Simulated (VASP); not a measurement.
# TiO2 (P4_2/mnm) in VASP: a series of runs

TiO2 is run at these levels: r2SCAN; tasks: single point.

All numbers are computed with VASP 6.6.1; they aren't measurements. Logs are shortened: lines on timing, memory, paths and dates and some standing lists are left out, and cuts for length are marked.

## (1) The cell of the first run

It takes space group P4_2/mnm (No. 136, tetragonal). The conventional cell has a = 4.505 Å, b = 4.505 Å, c = 2.995 Å, α = 90.00°, β = 90.00°, γ = 90.00°. Within 2.6 Å of Ti (site symmetry mmm) lie 6 O at 1.94 to 1.95 Å. O (site symmetry m2m) has 3 Ti at 1.94 to 1.95 Å and 1 O at 2.50 Å within 2.6 Å.

## (2) Single point, r2SCAN (in-plane strain -0.02, then relaxed in part)

The input, POSCAR:

```
TiO2
1.0
    4.5050061677      0.0000000000      0.0000000000
    0.0000000000      4.5050061677      0.0000000000
    0.0000000000      0.0000000000      2.9952523609
Ti O
2 4
Direct
    0.0000000000      0.0000000000      0.0000000000
    0.5000000000      0.5000000000      0.5000000000
    0.3040728984      0.3040728984      0.0000000000
    0.1959271016      0.8040728984      0.5000000000
    0.6959271016      0.6959271016      0.0000000000
    0.8040728984      0.1959271016      0.5000000000
```

The input, INCAR.step1:

```
ALGO     = Normal         # electronic algorithm
EDIFF    = 1E-4           # SCF threshold, eV
ENCUT    = 520            # plane-wave cutoff, eV
GGA      = PE             # functional
ISMEAR   = 0              # smearing method
LASPH    = True           # aspherical terms in the spheres
LCHARG   = False          # write CHGCAR
LREAL    = False          # projectors in reciprocal space
LWAVE    = True           # write WAVECAR
NBANDS   = 33             # bands
NELM     = 100            # most SCF steps
PREC     = Accurate       # precision mode
SIGMA    = 0.01           # smearing width, eV
```

The input, INCAR.step2:

```
ALGO     = Normal         # electronic algorithm
EDIFF    = 1E-6           # SCF threshold, eV
ENCUT    = 520            # plane-wave cutoff, eV
ISIF     = 2              # what is computed and relaxed
ISMEAR   = 0              # smearing method
ISTART   = 1            
LASPH    = True           # aspherical terms in the spheres
LCHARG   = False          # write CHGCAR
LMIXTAU  = True         
LREAL    = False          # projectors in reciprocal space
LWAVE    = False          # write WAVECAR
METAGGA  = R2SCAN         # meta-GGA
NBANDS   = 33             # bands
NELM     = 100            # most SCF steps
PREC     = Accurate       # precision mode
SIGMA    = 0.01           # smearing width, eV
```

The input, KPOINTS:

```
k-points
0
Gamma
  4 4 6
```

Potentials or basis: VASP PAW PBE potentials, release 64 (Ti_sv, O).

Launch:

```bash
> cat potpaw_PBE.64/Ti_sv/POTCAR potpaw_PBE.64/O/POTCAR > POTCAR
> cp INCAR.step1 INCAR
> mpirun -np 1 vasp_std > vasp.out
> cp INCAR.step2 INCAR
> mpirun -np 1 vasp_std > vasp.out
```

OUTCAR:

```text
EDIFF = 1E-6
   ENCUT = 520
   ISIF = 2
   ISMEAR = 0
   ISTART = 1
   LASPH = True
   LREAL = False
   METAGGA = R2SCAN
   NELM = 100
   PREC = Accurate

 ion  position               nearest neighbor table
   1  0.000  0.000  0.000-   3 1.94   5 1.94   4 1.95   6 1.95   4 1.95   6 1.95
   2  0.500  0.500  0.500-   4 1.94   6 1.94   5 1.95   3 1.95   3 1.95   5 1.95
   3  0.304  0.304  0.000-   1 1.94   2 1.95   2 1.95
   4  0.196  0.804  0.500-   2 1.94   1 1.95   1 1.95
   5  0.696  0.696  0.000-   1 1.94   2 1.95   2 1.95
   6  0.804  0.196  0.500-   2 1.94   1 1.95   1 1.95

  LATTYP: Found a simple tetragonal cell.
 ALAT       =     4.5050061677
 C/A-ratio  =     0.6648719778

  Lattice vectors:

 A1 = (   4.5050061677,   0.0000000000,   0.0000000000)
 A2 = (   0.0000000000,   4.5050061677,   0.0000000000)
 A3 = (   0.0000000000,   0.0000000000,   2.9952523609)

Analysis of symmetry for initial positions (statically):
=====================================================================
 Subroutine PRICEL returns:
 Original cell was already a primitive cell.

 Routine SETGRP: Setting up the symmetry group for a
 simple tetragonal supercell.

 Subroutine GETGRP returns: Found 16 space group operations
 (whereof  8 operations were pure point group operations)
 out of a pool of 16 trial point group operations.

The static configuration has the point symmetry D_2h.
 The point group associated with its full space group is D_4h.

Analysis of symmetry for dynamics (positions and initial velocities):
=====================================================================
 Subroutine PRICEL returns:
 Original cell was already a primitive cell.

 Routine SETGRP: Setting up the symmetry group for a
 simple tetragonal supercell.

 Subroutine GETGRP returns: Found 16 space group operations
 (whereof  8 operations were pure point group operations)
 out of a pool of 16 trial point group operations.

The dynamic configuration has the point symmetry D_2h.
 The point group associated with its full space group is D_4h.

 Subroutine INISYM returns: Found 16 space group operations
 (whereof  8 operations are pure point group operations),
 and found     1 'primitive' translations

----------------------------------------------------------------------------------------

                                     Primitive cell

  volume of cell :      60.7889

  direct lattice vectors                    reciprocal lattice vectors
     4.505006168  0.000000000  0.000000000     0.221975279  0.000000000  0.000000000
     0.000000000  4.505006168  0.000000000     0.000000000  0.221975279  0.000000000
     0.000000000  0.000000000  2.995252361     0.000000000  0.000000000  0.333861685

  length of vectors
     4.505006168  4.505006168  2.995252361     0.221975279  0.221975279  0.333861685

  position of ions in fractional coordinates (direct lattice)
     0.000000000  0.000000000  0.000000000
     0.500000000  0.500000000  0.500000000
     0.304072898  0.304072898  0.000000000
     0.195927102  0.804072898  0.500000000
     0.695927102  0.695927102  0.000000000
     0.804072898  0.195927102  0.500000000

  ion indices of the primitive-cell ions
   primitive index   ion index
                 1           1
                 2           2
                 3           3
                 4           4
                 5           5
                 6           6

----------------------------------------------------------------------------------------

 KPOINTS: k-points

Automatic generation of k-mesh.
 Grid dimensions read from file:
 generate k-points for:    4    4    6

 Generating k-lattice:

  Cartesian coordinates                     Fractional coordinates (reciprocal lattice)
     0.055493820  0.000000000  0.000000000     0.250000000  0.000000000  0.000000000
     0.000000000  0.055493820  0.000000000     0.000000000  0.250000000  0.000000000
     0.000000000  0.000000000  0.055643614     0.000000000  0.000000000  0.166666667

  Length of vectors
     0.055493820  0.055493820  0.055643614

  Shift w.r.t. Gamma in fractional coordinates (k-lattice)
     0.000000000  0.000000000  0.000000000

 Subroutine IBZKPT returns following result:
 ===========================================

 Found     24 irreducible k-points:

 Following reciprocal coordinates:
            Coordinates               Weight
  0.000000  0.000000  0.000000      1.000000
  0.250000  0.000000  0.000000      4.000000
  0.500000  0.000000  0.000000      2.000000
  0.250000  0.250000  0.000000      4.000000
  0.500000  0.250000  0.000000      4.000000
  0.500000  0.500000  0.000000      1.000000
[... 16 lines left out ...]
  0.500000  0.250000  0.500000      4.000000
  0.500000  0.500000  0.500000      1.000000
   k-points           NKPTS =     24   k-points in BZ     NKDIM =     24   number of bands    NBANDS=     33
   number of dos      NEDOS =    301   number of ions     NIONS =      6
[... 53 lines left out ...]
   NGX = 17   NGY = 17   NGZ = 11

 number of electron      47.9999990 magnetization

 Free energy of the ion-electron system (eV)
  ---------------------------------------------------
  ext. energy  EPLUGINS =         0.00000000
  ---------------------------------------------------
  free energy    TOTEN  =       -69.72129938 eV

  energy without entropy =      -69.72129938  energy(sigma->0) =      -69.72129938

 E-fermi :   4.9832     XC(G=0): -12.3208

 val. band max:        4.9179686385   @ k =   0.0000   0.0000   0.0000
 cond. band min:       7.1624049328   @ k =   0.0000   0.0000   0.0000
 fundamental gap:      2.2444362944
 Fermi energy:         4.9831577310

 k-point     1 :       0.0000    0.0000    0.0000
  band No.  band energies     occupation
      1     -54.2319      2.00000
      2     -54.2099      2.00000
      3     -29.5272      2.00000
      4     -29.5272      2.00000
      5     -29.3297      2.00000
      6     -29.3297      2.00000
[... 25 lines left out ...]
     32      11.9658      0.00000
     33      11.9658      0.00000

 k-point     2 :       0.2500    0.0000    0.0000
  band No.  band energies     occupation
      1     -54.2287      2.00000
      2     -54.2131      2.00000
      3     -29.5025      2.00000
      4     -29.5001      2.00000
      5     -29.3598      2.00000
      6     -29.3574      2.00000
[... 25 lines left out ...]
     32      11.7312      0.00000
     33      11.7771      0.00000

 k-point     3 :       0.5000    0.0000    0.0000
  band No.  band energies     occupation
      1     -54.2209      2.00000
      2     -54.2209      2.00000
      3     -29.4523      2.00000
      4     -29.4523      2.00000
      5     -29.4105      2.00000
      6     -29.4105      2.00000
[... 25 lines left out ...]
     32      11.5179      0.00000
     33      11.6664      0.00000

 k-point     4 :       0.2500    0.2500    0.0000
  band No.  band energies     occupation
      1     -54.2264      2.00000
      2     -54.2154      2.00000
      3     -29.5351      2.00000
      4     -29.4531      2.00000
      5     -29.4097      2.00000
      6     -29.3250      2.00000
[... 25 lines left out ...]
     32      11.5151      0.00000
     33      11.9590      0.00000

 k-point     5 :       0.5000    0.2500    0.0000
  band No.  band energies     occupation
      1     -54.2208      2.00000
      2     -54.2208      2.00000
      3     -29.5116      2.00000
      4     -29.5116      2.00000
      5     -29.3514      2.00000
      6     -29.3514      2.00000
[... 604 lines left out ...]
 k-point    22 :       0.2500    0.2500    0.5000
  band No.  band energies     occupation
      1     -54.1848      2.00000
      2     -54.1848      2.00000
      3     -29.7332      2.00000
      4     -29.7161      2.00000
      5     -29.3799      2.00000
      6     -29.3589      2.00000
[... 25 lines left out ...]
     32      11.1149      0.00000
     33      11.4041      0.00000

 k-point    23 :       0.5000    0.2500    0.5000
  band No.  band energies     occupation
      1     -54.1847      2.00000
      2     -54.1847      2.00000
      3     -29.7247      2.00000
      4     -29.7247      2.00000
      5     -29.3701      2.00000
      6     -29.3701      2.00000
[... 25 lines left out ...]
     32      10.4795      0.00000
     33      12.1579      0.00000

 k-point    24 :       0.5000    0.5000    0.5000
  band No.  band energies     occupation
      1     -54.1847      2.00000
      2     -54.1847      2.00000
      3     -29.7136      2.00000
      4     -29.7136      2.00000
      5     -29.3815      2.00000
      6     -29.3815      2.00000
[... 25 lines left out ...]
     32      11.1018      0.00000
     33      11.4381      0.00000

------------------------ aborting loop because EDIFF is reached ----------------------------------------

  FORCE on cell =-STRESS in cart. coord.  units (eV):
  Direction    XX          YY          ZZ          XY          YZ          ZX
  --------------------------------------------------------------------------------------
  -------------------------------------------------------------------------------------
  Total        3.5557784      3.5557784      0.6550786     -0.0000000      0.0000000      0.0000000
  in kB       93.7175803     93.7175803     17.2655243     -0.0000000      0.0000000      0.0000000
  external PRESSURE =      68.2335616 kB  Pullay stress =       0.0000000 kB

 VOLUME and BASIS-vectors are now :
 -----------------------------------------------------------------------------
  energy-cutoff  :      520.00
  volume of cell :       60.79
      direct lattice vectors                 reciprocal lattice vectors
     4.505006168  0.000000000  0.000000000     0.221975279  0.000000000  0.000000000
     0.000000000  4.505006168  0.000000000     0.000000000  0.221975279  0.000000000
     0.000000000  0.000000000  2.995252361     0.000000000  0.000000000  0.333861685

 POSITION                                       TOTAL-FORCE (eV/Angst)
 -----------------------------------------------------------------------------------
      0.00000      0.00000      0.00000         0.000000      0.000000     -0.000000
      2.25250      2.25250      1.49763         0.000000      0.000000     -0.000000
      1.36985      1.36985      0.00000        -0.011069     -0.011069      0.000000
      0.88265      3.62235      1.49763         0.011069     -0.011069     -0.000000
      3.13516      3.13516      0.00000         0.011069      0.011069     -0.000000
      3.62235      0.88265      1.49763        -0.011069      0.011069     -0.000000
 -----------------------------------------------------------------------------------
    total drift:                               -0.000000      0.000000      0.000000

  FREE ENERGIE OF THE ION-ELECTRON SYSTEM (eV)
  ---------------------------------------------------
  free  energy   TOTEN  =       -69.7212993834 eV

  energy  without entropy=      -69.7212993834  energy(sigma->0) =      -69.72129938
```

Wall time 66 s (1 thread of Intel Xeon 6975P-C (Granite Rapids), shared host); peak memory 0.19 GiB.

Results:

| Item | Value |
| --- | --- |
| Free energy | -69.7213 eV |
| Pressure | 6.8 GPa |
| Largest force | 0.016 eV/Å |
| Band gap on the k mesh | 2.24 eV, direct |

Forces on the atoms (eV/Å):
```
Ti   0.000  0.000  0.000
Ti   0.000  0.000  0.000
O   -0.011 -0.011  0.000
O    0.011 -0.011  0.000
O    0.011  0.011  0.000
O   -0.011  0.011  0.000
```

Levels at points of the mesh, in eV from the valence-band top:
| k point | band 22 | band 23 | band 24 | band 25 | band 26 | band 27 |
| --- | --- | --- | --- | --- | --- | --- |
| (0.00, 0.00, 0.00) | -0.49 | -0.49 | 0.00 | 2.24 | 2.62 | 2.71 |
| (0.50, 0.00, 0.00) | -1.96 | -0.82 | -0.82 | 2.97 | 2.97 | 3.44 |
| (0.50, 0.50, 0.00) | -1.58 | -1.12 | -1.12 | 2.31 | 2.31 | 2.85 |
| (0.00, 0.00, 0.50) | -2.66 | -1.49 | -1.49 | 3.40 | 3.40 | 3.44 |
| (0.50, 0.00, 0.50) | -2.13 | -1.16 | -1.16 | 2.30 | 2.30 | 3.44 |
| (0.50, 0.50, 0.50) | -1.44 | -0.70 | -0.70 | 3.02 | 3.02 | 3.46 |

Caveat: the cell differs from its parent crystal (in-plane strain -0.02, then relaxed in part); the PAW data sets were made with another functional, which shifts forces and pressure a little. A k mesh can miss the band edges.

## (3) Single point, r2SCAN (in-plane strain -0.02)

The input, POSCAR:

```
TiO2
1.0
    4.5050061677      0.0000000000      0.0000000000
    0.0000000000      4.5050061677      0.0000000000
    0.0000000000      0.0000000000      2.9889856582
Ti O
2 4
Direct
    0.0000000000      0.0000000000      0.0000000000
    0.5000000000      0.5000000000      0.5000000000
    0.3046314432      0.3046314432      0.0000000000
    0.1953685568      0.8046314432      0.5000000000
    0.6953685568      0.6953685568      0.0000000000
    0.8046314432      0.1953685568      0.5000000000
```

The input, INCAR.step1:

```
PREC = Accurate ; ENCUT = 520
ISMEAR = 0 ; SIGMA = 0.01
LREAL = False ; LASPH = True
NELM = 60 ; NBANDS = 33
GGA = PE ; ALGO = Normal
EDIFF = 1E-4 ; LWAVE = True
LCHARG = False
```

The input, INCAR.step2:

```
PREC = Accurate ; ENCUT = 520
EDIFF = 1E-7 ; ISMEAR = 0
SIGMA = 0.01 ; LREAL = False
LASPH = True ; NELM = 60
ALGO = Normal ; ISIF = 2
LWAVE = False ; LCHARG = False
METAGGA = R2SCAN ; LMIXTAU = True
NBANDS = 33 ; ISTART = 1
```

The input, KPOINTS:

```
regular mesh
0
Gamma
  4 4 6
```

Potentials or basis: VASP PAW PBE potentials, release 64 (Ti_sv, O).

Launch:

```bash
> cat potpaw_PBE.64/Ti_sv/POTCAR potpaw_PBE.64/O/POTCAR > POTCAR
> cp INCAR.step1 INCAR
> mpirun -np 1 vasp_std > vasp.out
> cp INCAR.step2 INCAR
> mpirun -np 1 vasp_std > vasp.out
```

Run time: 78 s. Hardware: 1 thread of Intel Xeon 6975P-C (Granite Rapids), shared host; peak memory 0.19 GiB.

The run converged. Its results:

| Property | Result |
| --- | --- |
| Free energy | -69.7182 eV |
| Pressure | 7.6 GPa |
| Largest force | 0.113 eV/Å |
| Band gap on the k mesh | 2.27 eV, direct |

Forces on the atoms (eV/Å):
```
Ti   0.000  0.000  0.000
Ti   0.000  0.000  0.000
O   -0.080 -0.080  0.000
O    0.080 -0.080  0.000
O    0.080  0.080  0.000
O   -0.080  0.080  0.000
```

Stress tensor (GPa, compression positive):
```
9.89 0.00 0.00
0.00 9.89 0.00
0.00 0.00 3.07
```

Levels at points of the mesh, in eV from the valence-band top:
```csv
k point,band 21,band 22,band 23,band 24,band 25,band 26,band 27,band 28
"(0.00, 0.00, 0.00)",-0.87,-0.49,-0.49,0.00,2.27,2.66,2.74,2.85
"(0.50, 0.00, 0.00)",-1.93,-1.93,-0.82,-0.82,3.00,3.00,3.46,3.46
"(0.50, 0.50, 0.00)",-1.56,-1.56,-1.11,-1.11,2.34,2.34,2.87,2.87
"(0.00, 0.00, 0.50)",-2.65,-2.65,-1.50,-1.50,3.43,3.43,3.45,3.45
"(0.50, 0.00, 0.50)",-2.14,-2.14,-1.16,-1.16,2.32,2.32,3.47,3.47
"(0.50, 0.50, 0.50)",-1.42,-1.42,-0.71,-0.71,3.02,3.02,3.49,3.49
```

Caveat: the cell differs from its parent crystal (in-plane strain -0.02); the PAW data sets were made with another functional, which shifts forces and pressure a little. A k mesh can miss the band edges.

## (4) Single point, r2SCAN (in-plane strain -0.01, then relaxed in part)

The input, POSCAR:

```
TiO2
1.0
    4.5509756184      0.0000000000      0.0000000000
    0.0000000000      4.5509756184      0.0000000000
    0.0000000000      0.0000000000      2.9736608983
Ti O
2 4
Direct
    0.0000000000      0.0000000000      0.0000000000
    0.5000000000      0.5000000000      0.5000000000
    0.3042598755      0.3042598755      0.0000000000
    0.1957401245      0.8042598755      0.5000000000
    0.6957401245      0.6957401245      0.0000000000
    0.8042598755      0.1957401245      0.5000000000
```

The input, INCAR.step1:

```
SYSTEM = TiO2
PREC = Accurate
ENCUT = 520
ISMEAR = 0
SIGMA = 0.01
LREAL = .False.
LASPH = .True.
NELM = 100
NBANDS = 33
GGA = PE
ALGO = Normal
EDIFF = 1E-4
LWAVE = .True.
LCHARG = .False.
```

The input, INCAR.step2:

```
SYSTEM = TiO2
PREC = Accurate
ENCUT = 520
EDIFF = 1E-7
ISMEAR = 0
SIGMA = 0.01
LREAL = .False.
LASPH = .True.
NELM = 100
ALGO = Normal
ISIF = 2
LWAVE = .False.
LCHARG = .False.
METAGGA = R2SCAN
LMIXTAU = .True.
NBANDS = 33
ISTART = 1
```

The input, KPOINTS:

```
regular mesh
0
Gamma
  4 4 6
  0 0 0
```

Launch:

```bash
> cat potpaw_PBE.64/Ti_sv/POTCAR potpaw_PBE.64/O/POTCAR > POTCAR
> cp INCAR.step1 INCAR
> mpirun -np 1 vasp_std > vasp.out
> cp INCAR.step2 INCAR
> mpirun -np 1 vasp_std > vasp.out
```

Wall time 78 s (1 thread of Intel Xeon 6975P-C (Granite Rapids), shared host); peak memory 0.19 GiB.

Results (log left out):

```yaml
Free_energy: -69.7736 eV
Pressure: 3.9 GPa
Largest_force: 0.025 eV/Å
Band_gap_on_the_k_mesh: 2.23 eV, direct
```

Forces in eV/Å, atoms in the order of the input:
```
Ti   0.000  0.000  0.000
Ti   0.000  0.000  0.000
O   -0.018 -0.018  0.000
O    0.018 -0.018  0.000
O    0.018  0.018  0.000
O   -0.018  0.018  0.000
```

Stress tensor (GPa, compression positive):
```
5.05 0.00 0.00
0.00 5.05 0.00
0.00 0.00 1.71
```

Levels at points of the mesh, in eV from the valence-band top:
```csv
k point,band 20,band 21,band 22,band 23,band 24,band 25,band 26,band 27,band 28,band 29
"(0.00, 0.00, 0.00)",-2.22,-0.83,-0.50,-0.50,0.00,2.23,2.58,2.74,2.84,2.84
"(0.50, 0.00, 0.00)",-3.21,-1.83,-1.83,-0.80,-0.80,2.93,2.93,3.42,3.42,3.93
"(0.50, 0.50, 0.00)",-2.24,-1.49,-1.49,-1.14,-1.14,2.28,2.28,2.87,2.87,4.20
"(0.00, 0.00, 0.50)",-2.85,-2.54,-2.54,-1.50,-1.50,3.38,3.38,3.49,3.49,4.08
"(0.50, 0.00, 0.50)",-2.53,-2.11,-2.11,-1.13,-1.13,2.29,2.29,3.52,3.52,4.33
"(0.50, 0.50, 0.50)",-2.81,-1.38,-1.38,-0.72,-0.72,2.98,2.98,3.54,3.54,3.62
```

Caveat: the cell differs from its parent crystal (in-plane strain -0.01, then relaxed in part); the PAW data sets were made with another functional, which shifts forces and pressure a little.

## (5) Overview

| cell | gap on the mesh (eV) | pressure (GPa) | largest force (eV/Å) |
| --- | --- | --- | --- |
| a = 4.505, b = 4.505, c = 2.995 Å, 6 atoms | 2.24 | 6.8 | 0.02 |
| a = 4.505, b = 4.505, c = 2.989 Å, 6 atoms | 2.27 | 7.6 | 0.11 |
| a = 4.551, b = 4.551, c = 2.974 Å, 6 atoms | 2.23 | 3.9 | 0.03 |

Alike in all rows: task single point; level r2SCAN; potentials or basis VASP PAW PBE potentials, release 64 (Ti_sv, O); no spin polarisation; k mesh 4 × 4 × 6; cutoff (eV) 520; smearing gaussian 0.01 eV.

Caveats: the PAW data sets were made with another functional, which shifts forces and pressure a little.

Total energies depend on the potentials used, so only differences within one code and one set of settings carry meaning.
